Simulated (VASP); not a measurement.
Wanted: the native input for a VASP 6.6.1 run.

```yaml
Task: single point
Functional: PBE
Potentials_or_basis: VASP PAW PBE potentials, release 64 (Si, Ni)
Cutoff: 520 eV
k_mesh: 12 × 12 × 12
Occupations: gaussian, width 0.1 eV
Spin: no spin polarisation
Dipole_correction: no
Further_INCAR_settings: ALGO = Fast; EDIFF = 1e-07; NBANDS = 25
```

The structure of SiNi3 lies in POSCAR:

```
SiNi3
1.0
    3.3599999854      0.0000000000      0.0000000000
    0.0000000000      3.3599999854      0.0000000000
    0.0000000000      0.0000000000      3.3599999854
Si Ni
1 3
Direct
    0.0000000000      0.0000000000      0.0000000000
    0.0000000000      0.5000000000      0.5000000000
    0.5000000000      0.0000000000      0.5000000000
    0.5000000000      0.5000000000      0.0000000000
```

This cell differs from its parent crystal: volume scaled by 0.88.

One way to write it, as run:

INCAR

```
SYSTEM = SiNi3
  ALGO = Fast
  EDIFF = 1E-7
  ENCUT = 520
  GGA = PE
  ISIF = 2
  ISMEAR = 0
  LASPH = .TRUE.
  LCHARG = .TRUE.
  LELF = .TRUE.
  LREAL = .FALSE.
  LVHAR = .TRUE.
  LWAVE = .FALSE.
  NBANDS = 25
  NELM = 80
  PREC = Accurate
  SIGMA = 0.1
```

KPOINTS

```
k-points
0
G
  12 12 12
  0 0 0
```

Potentials or basis: VASP PAW PBE potentials, release 64 (Si, Ni).

Run with:

```bash
$ cat potpaw_PBE.64/Si/POTCAR potpaw_PBE.64/Ni/POTCAR > POTCAR
$ mpirun -np 1 vasp_std > vasp.out
```

It gave:

The pressure is 37.1 GPa and the band gap on the k mesh is zero (band 17 reaches 12.75 eV, above the bottom of band 18 at 12.46 eV).

Wall time 74 s on 1 thread of AMD EPYC 9R14 (Zen 4) (shared host), peak memory 0.16 GiB.
